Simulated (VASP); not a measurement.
# B8N7 (a cell with a defect) in VASP: notebook

Runs on B8N7 (a cell with a defect). Level: PBE. Tasks: single point.

All numbers are computed with VASP 6.6.1; they aren't measurements. Logs are shortened: lines on timing, memory, paths and dates and some standing lists are left out, and cuts for length are marked.

### 1 The cell of the first run

The cell holds a defect, 15 atoms: a = 5.098 Å, b = 5.105 Å, c = 5.105 Å, α = 75.56°, β = 60.04°, γ = 60.04°.

### 2 Single point, PBE

Contents of INCAR:

```
SYSTEM = B8N7
PREC = Accurate
ENCUT = 520
EDIFF = 1E-7
ISMEAR = 0
SIGMA = 0.05
LREAL = Auto
LASPH = .TRUE.
NELM = 100
ALGO = Normal
ISIF = 2
LWAVE = .FALSE.
LCHARG = .FALSE.
GGA = PE
NELECT = 56.0
NBANDS = 42
```

Contents of KPOINTS:

```
regular mesh
0
G
  6 6 6
  0 0 0
```

Contents of POSCAR:

```
B8N7
1.0
    0.0000000000      0.0000000000     -5.0982823342
    4.4227374162      0.0000000000     -2.5491411671
    0.0000000000     -4.4227374162     -2.5491411671
B N
8 7
Direct
    0.5757144903      0.1742855097      0.1742855097
    0.0757144903      0.1742855097      0.1742855097
    0.5000000000      0.3257144903      0.6742855097
    0.0000000000      0.3257144903      0.6742855097
    0.5000000000      0.6742855097      0.3257144903
    0.0000000000      0.6742855097      0.3257144903
    0.9242855097      0.8257144903      0.8257144903
    0.4242855097      0.8257144903      0.8257144903
    0.7500000000      0.8126165678      0.1873834322
    0.6873834322      0.3126165678      0.3126165678
    0.1873834322      0.3126165678      0.3126165678
    0.3126165678      0.6873834322      0.6873834322
    0.8126165678      0.6873834322      0.6873834322
    0.2500000000      0.0936917161      0.9063082839
    0.7500000000      0.1873834322      0.8126165678
```

Potentials or basis: VASP PAW PBE potentials, release 64 (B, N).

On the command line:

```bash
$ cat potpaw_PBE.64/B/POTCAR potpaw_PBE.64/N/POTCAR > POTCAR
$ mpirun -np 1 vasp_std > vasp.out
```

OUTCAR:

```text
SYSTEM = B8N7
   PREC = Accurate
   ENCUT = 520
   EDIFF = 1E-7
   ISMEAR = 0
   LREAL = Auto
   LASPH = .TRUE.
   NELM = 100
   ISIF = 2
   GGA = PE
   NELECT = 56.0

 ion  position               nearest neighbor table
   1  0.576  0.174  0.174-  10 1.54  11 1.54   9 1.60  15 1.60
   2  0.076  0.174  0.174-  14 1.24  11 1.54  10 1.54
   3  0.500  0.326  0.674-  15 1.54  12 1.60  10 1.60  14 1.93
   4  0.000  0.326  0.674-  15 1.54  13 1.60  11 1.60  14 1.93
   5  0.500  0.674  0.326-   9 1.54  10 1.60  12 1.60
   6  0.000  0.674  0.326-   9 1.54  11 1.60  13 1.60
   7  0.924  0.826  0.826-  12 1.54  13 1.54   9 1.60  15 1.60
   8  0.424  0.826  0.826-  14 1.24  13 1.54  12 1.54
   9  0.750  0.813  0.187-   5 1.54   6 1.54   1 1.60   7 1.60
  10  0.687  0.313  0.313-   1 1.54   2 1.54   3 1.60   5 1.60
  11  0.187  0.313  0.313-   1 1.54   2 1.54   4 1.60   6 1.60
  12  0.313  0.687  0.687-   7 1.54   8 1.54   3 1.60   5 1.60
  13  0.813  0.687  0.687-   7 1.54   8 1.54   4 1.60   6 1.60
  14  0.250  0.094  0.906-   2 1.24   8 1.24   4 1.93   3 1.93
  15  0.750  0.187  0.813-   3 1.54   4 1.54   1 1.60   7 1.60

  LATTYP: Found a body centered tetragonal cell.
 ALAT       =     6.2546952368
 C/A-ratio  =     0.8151128298

  Lattice vectors:

 A1 = (   4.4227374162,   0.0000000000,   2.5491411671)
 A2 = (  -4.4227374162,   0.0000000000,   2.5491411671)
 A3 = (   0.0000000000,  -4.4227374162,  -2.5491411671)

Analysis of symmetry for initial positions (statically):
=====================================================================
 Subroutine PRICEL returns:
 Original cell was already a primitive cell.

 Routine SETGRP: Setting up the symmetry group for a
 body centered tetragonal supercell.

 Subroutine GETGRP returns: Found  4 space group operations
 (whereof  2 operations were pure point group operations)
 out of a pool of 16 trial point group operations.

The static configuration has the point symmetry C_1h.
 The point group associated with its full space group is C_2v.

Analysis of symmetry for dynamics (positions and initial velocities):
=====================================================================
 Subroutine PRICEL returns:
 Original cell was already a primitive cell.

 Routine SETGRP: Setting up the symmetry group for a
 body centered tetragonal supercell.

 Subroutine GETGRP returns: Found  4 space group operations
 (whereof  2 operations were pure point group operations)
 out of a pool of 16 trial point group operations.

The dynamic configuration has the point symmetry C_1h.
 The point group associated with its full space group is C_2v.

 Subroutine INISYM returns: Found  4 space group operations
 (whereof  2 operations are pure point group operations),
 and found     1 'primitive' translations

----------------------------------------------------------------------------------------

                                     Primitive cell

  volume of cell :      99.7255

  direct lattice vectors                    reciprocal lattice vectors
     0.000000000  0.000000000 -5.098282334    -0.113052156  0.113052156 -0.196144492
     4.422737416  0.000000000 -2.549141167     0.226104312  0.000000000  0.000000000
     0.000000000 -4.422737416 -2.549141167     0.000000000 -0.226104312  0.000000000

  length of vectors
     5.098282334  5.104774916  5.104774916     0.253049880  0.226104312  0.226104312

  position of ions in fractional coordinates (direct lattice)
     0.575714490  0.174285510  0.174285510
     0.075714490  0.174285510  0.174285510
     0.500000000  0.325714490  0.674285510
     0.000000000  0.325714490  0.674285510
     0.500000000  0.674285510  0.325714490
     0.000000000  0.674285510  0.325714490
     0.924285510  0.825714490  0.825714490
     0.424285510  0.825714490  0.825714490
     0.750000000  0.812616568  0.187383432
     0.687383432  0.312616568  0.312616568
     0.187383432  0.312616568  0.312616568
     0.312616568  0.687383432  0.687383432
     0.812616568  0.687383432  0.687383432
     0.250000000  0.093691716  0.906308284
[... 31 lines left out ...]
    -0.018842026  0.018842026 -0.032690749     0.166666667 -0.000000000 -0.000000000
     0.037684052  0.000000000  0.000000000     0.000000000  0.166666667  0.000000000
     0.000000000 -0.037684052  0.000000000     0.000000000  0.000000000  0.166666667

  Length of vectors
     0.042174980  0.037684052  0.037684052

  Shift w.r.t. Gamma in fractional coordinates (k-lattice)
     0.000000000  0.000000000  0.000000000

 Subroutine IBZKPT returns following result:
 ===========================================

 Found     46 irreducible k-points:

 Following reciprocal coordinates:
            Coordinates               Weight
  0.000000  0.000000  0.000000      1.000000
  0.166667 -0.000000 -0.000000      4.000000
  0.166667  0.166667 -0.000000      4.000000
  0.333333  0.000000  0.000000      4.000000
  0.333333  0.333333  0.000000      4.000000
  0.500000  0.000000  0.000000      2.000000
[... 16 lines left out ...]
  0.333333  0.166667  0.166667      2.000000
  0.500000  0.166667  0.166667      4.000000
 [... further k-points ...]
   k-points           NKPTS =     46   k-points in BZ     NKDIM =     46   number of bands    NBANDS=     42
   number of dos      NEDOS =    301   number of ions     NIONS =     15
   total plane-waves  NPLWV =  64000
   dimension x,y,z NGX =    40 NGY =   40 NGZ =   40
   dimension x,y,z NGXF=    80 NGYF=   80 NGZF=   80
   ions per type =               8   7
   NGX,Y,Z   is equivalent  to a cutoff of  13.04, 13.03, 13.03 a.u.
   NGXF,Y,Z  is equivalent  to a cutoff of  26.09, 26.05, 26.05 a.u.
 SYSTEM =  B8N7
   PREC   = accura    normal or accurate (medium, high low for compatibility)
   ISTART =      0    job   : 0-new  1-cont  2-samecut
   ICHARG =      2    charge: 1-file 2-atom 10-const
   ISPIN  =      1    spin polarized calculation?
   LNONCOLLINEAR =      F non collinear calculations
   LSORBIT =      F    spin-orbit coupling
   LASPH  =      T    aspherical Exc in radial PAW
   ENCUT  =  520.0 eV  38.22 Ry    6.18 a.u.   9.48  9.49  9.49*2*pi/ulx,y,z
   NELM   =    100;   NELMIN=  2; NELMDL= -5     # of ELM steps
   EDIFF  = 0.1E-06   stopping-criterion for ELM
   LREAL  =      T    real-space projection
   EDIFFG = 0.1E-05   stopping-criterion for IOM
   NSW    =      0    number of steps for IOM
   IBRION =     -1    ionic relax: 0-MD 1-quasi-New 2-CG
   NFREE  =      0    steps in history (QN), initial steepest desc. (CG)
   ISIF   =      2    stress and relaxation
   ISYM   =      2    0-nonsym 1-usesym 2-fastsym
   POTIM  = 0.5000    time-step for ionic-motion
   TEBEG  =    0.0;   TEEND  =   0.0 temperature during run
   PSTRESS=    0.0 pullay stress
   NELECT =      56.0000    total number of electrons
   NUPDOWN=      -1.0000    fix difference up-down
   EMIN   =  10.00;   EMAX   =-10.00  energy-range for DOS
   EFERMI =   0.00;   METHOD = LEGACY
   ISMEAR =     0;   SIGMA  =   0.05  broadening in eV -4-tet -1-fermi 0-gaus
   EFERMI_NEDOS =   21; number of points for ismear=-14 and -15
   IALGO  =     38    algorithm
   IMIX   =      4    mixing-type and parameters
     AMIX     =   0.40;   BMIX     =  1.00
     AMIX_MAG =   1.60;   BMIX_MAG =  1.00
  volume/ion in A,a.u.               =       6.65        44.87
  Fermi-wavevector in a.u.,A,eV,Ry     =   1.350627  2.552315 24.819658  1.824193
  Thomas-Fermi vector in A             =   2.478116
   LORBIT       =      0    0 simple, 1 ext, 2 COOP (PROOUT), +10 PAW based schemes
   GGA     = PE    functional components
   LHFCALC =     F    Hartree Fock is set to
   AEXX    =    0.0000 exact exchange contribution
   IVDW    =     0    specifies the selected vdW correction
   LEPSILON=     F    determine dielectric tensor
   LRPA    =     F    only Hartree local field effects (RPA)
 non-spin polarized calculation
 Gauss-broadening in eV      SIGMA  =   0.05
  energy-cutoff  :      520.00
  volume of cell :       99.73
 maximum number of plane-waves:      2710
 NGX is ok and might be reduce to    40
   NGX = 19   NGY = 19   NGZ = 19

 number of electron      56.0000003 magnetization

 Free energy of the ion-electron system (eV)
  ---------------------------------------------------
  ext. energy  EPLUGINS =         0.00000000
  ---------------------------------------------------
  free energy    TOTEN  =      -139.39570560 eV

  energy without entropy =     -139.39256546  energy(sigma->0) =     -139.39413553

 E-fermi :   5.4696     XC(G=0): -11.7950

 val. band max:        5.4607163034   @ k =   0.0000   0.1667   0.0000
 cond. band min:       5.4735663490   @ k =   0.0000   0.5000   0.1667
 fundamental gap:      0.0128500457
 Fermi energy:         5.4695750279

 k-point     1 :       0.0000    0.0000    0.0000
  band No.  band energies     occupation
      1     -13.5030      2.00000
      2     -11.2192      2.00000
      3      -9.9169      2.00000
      4      -9.8201      2.00000
      5      -9.3283      2.00000
      6      -8.8560      2.00000
[... 1021 lines left out ...]
     39      16.1204      0.00000
     40      16.3739      0.00000

 [... further k-points ...]

 [bands above 40 left out]

------------------------ aborting loop because EDIFF is reached ----------------------------------------

  FORCE on cell =-STRESS in cart. coord.  units (eV):
  Direction    XX          YY          ZZ          XY          YZ          ZX
  --------------------------------------------------------------------------------------
  -------------------------------------------------------------------------------------
  Total      -20.9225540    -20.9225540    -35.0615252    -15.1977632      0.0000000     -0.0000000
  in kB     -336.1391410   -336.1391410   -563.2940886   -244.1653676      0.0000000     -0.0000000
  external PRESSURE =    -411.8574569 kB  Pullay stress =       0.0000000 kB

 VOLUME and BASIS-vectors are now :
 -----------------------------------------------------------------------------
  energy-cutoff  :      520.00
  volume of cell :       99.73
      direct lattice vectors                 reciprocal lattice vectors
     0.000000000  0.000000000 -5.098282334    -0.113052156  0.113052156 -0.196144492
     4.422737416  0.000000000 -2.549141167     0.226104312  0.000000000  0.000000000
     0.000000000 -4.422737416 -2.549141167     0.000000000 -0.226104312  0.000000000

 POSITION                                       TOTAL-FORCE (eV/Angst)
 -----------------------------------------------------------------------------------
      0.77082     -0.77082     -3.82371        -0.561867      0.367336      0.000000
      0.77082     -0.77082     -1.27457         6.884288    -10.469706      0.000000
      1.44055     -2.98219     -5.09828         0.403719      0.403719     -2.307994
      1.44055     -2.98219     -2.54914         0.403719      0.403719      2.307994
      2.98219     -1.44055     -5.09828        -2.102383     -2.102383     -4.134488
      2.98219     -1.44055     -2.54914        -2.102383     -2.102383      4.134488
      3.65192     -3.65192     -8.92199         0.367336     -0.561867      0.000000
      3.65192     -3.65192     -6.37285       -10.469706      6.884288     -0.000000
      3.59399     -0.82875     -6.37285         0.638648      0.638648      0.000000
      1.38262     -1.38262     -5.09828        -0.143236     -1.082933      1.407377
      1.38262     -1.38262     -2.54914        -0.143236     -1.082933     -1.407377
      3.04012     -3.04012     -5.09828        -1.082933     -0.143236      1.407377
      3.04012     -3.04012     -7.64742        -1.082933     -0.143236     -1.407377
      0.41437     -4.00836     -3.82371         8.894287      8.894287      0.000000
      0.82875     -3.59399     -6.37285         0.096680      0.096680      0.000000
 -----------------------------------------------------------------------------------
    total drift:                               -0.000162     -0.000162      0.000000

  FREE ENERGIE OF THE ION-ELECTRON SYSTEM (eV)
  ---------------------------------------------------
  free  energy   TOTEN  =      -139.3957055957 eV

  energy  without entropy=     -139.3925654645  energy(sigma->0) =     -139.39413553
```

Wall time 7.9 min (1 thread of Intel Xeon Platinum 8259CL at 2.50GHz (Skylake/Cascade Lake), shared host); peak memory 0.3 GiB.

Results:

- Free energy: -139.3957 eV
- Largest force: 12.578 eV/Å

Forces in eV/Å, atoms in the order of the input:
```
B    -0.562   0.367   0.000
B     6.884 -10.470   0.000
B     0.404   0.404  -2.308
B     0.404   0.404   2.308
B    -2.102  -2.102  -4.134
B    -2.102  -2.102   4.134
B     0.367  -0.562   0.000
B   -10.470   6.884   0.000
N     0.639   0.639   0.000
N    -0.143  -1.083   1.407
N    -0.143  -1.083  -1.407
N    -1.083  -0.143   1.407
N    -1.083  -0.143  -1.407
N     8.894   8.894   0.000
N     0.097   0.097   0.000
```

Caveat: the cell carries a net charge on a neutralising background, which shifts energy and pressure; the cell differs from its parent crystal (atoms taken out, atom 14 moved 0.250 of the way to it and +0.000 Å across, host rigid); the cell is charged against a uniform background, so pressure and absolute levels hang on convention.

### 3 Single point, PBE

Contents of INCAR:

```
ALGO = Normal ; EDIFF = 1E-6
ENCUT = 520 ; GGA = PE
ISIF = 2 ; ISMEAR = 0
LASPH = True ; LCHARG = False
LREAL = Auto ; LWAVE = False
NBANDS = 42 ; NELECT = 56.0
NELM = 80 ; PREC = Accurate
SIGMA = 0.05
```

Contents of KPOINTS:

```
k-points
0
Gamma
  6 6 6
```

Edit POSCAR of step 2 so:

```diff
@@ -21,3 +21,3 @@
     0.8126165678      0.6873834322      0.6873834322
-    0.2500000000      0.0936917161      0.9063082839
+    0.2500000000      0.1873834322      0.8126165678
     0.7500000000      0.1873834322      0.8126165678
```

Potentials or basis: VASP PAW PBE potentials, release 64 (B, N).

On the command line:

```bash
$ cat potpaw_PBE.64/B/POTCAR potpaw_PBE.64/N/POTCAR > POTCAR
$ mpirun -np 1 vasp_std > vasp.out
```

It took 11 min on 1 thread of Intel Xeon Platinum 8259CL at 2.50GHz (Skylake/Cascade Lake), shared host; peak memory 0.29 GiB.

The run converged. Its results:

| Property | Result |
| --- | --- |
| Free energy | -142.4992 eV |
| Largest force | 4.347 eV/Å |

Forces on the atoms (eV/Å):
```
B   -0.638 -0.387  0.000
B    4.306  0.599  0.000
B   -0.620 -0.620 -0.510
B   -0.620 -0.620  0.510
B   -1.433 -1.433 -3.606
B   -1.433 -1.433  3.606
B   -0.387 -0.638  0.000
B    0.599  4.306  0.000
N    0.368  0.368  0.000
N   -0.717  0.949  0.146
N   -0.717  0.949 -0.146
N    0.949 -0.717  0.146
N    0.949 -0.717 -0.146
N   -1.616 -1.616  0.000
N    1.009  1.009  0.000
```

Levels at points of the mesh, in eV from the Fermi level:
```tsv
k point	band 24	band 25	band 26	band 27	band 28	band 29	band 30	band 31	band 32	band 33
(0.00, 0.00, 0.00)	-1.20	-1.13	-0.22	0.08	0.17	1.03	5.90	6.71	6.75	7.96
(0.50, 0.00, 0.00)	-2.04	-1.02	-0.80	-0.45	-0.25	0.28	3.57	5.09	5.87	8.57
(0.50, 0.50, 0.00)	-1.81	-0.91	-0.75	-0.64	0.08	0.41	3.41	5.20	5.72	8.63
(0.00, 0.50, 0.00)	-1.72	-0.87	-0.77	-0.43	-0.19	0.41	3.58	6.08	6.16	8.59
(0.00, 0.50, 0.50)	-2.14	-1.86	-1.45	-1.38	-1.28	0.28	3.52	4.35	5.53	8.32
```

Caveat: the cell carries a net charge on a neutralising background, which shifts energy and pressure; the cell differs from its parent crystal (atoms taken out, atom 14 moved 0.000 of the way to it and +0.000 Å across, host rigid); the cell is charged against a uniform background, so pressure and absolute levels hang on convention.
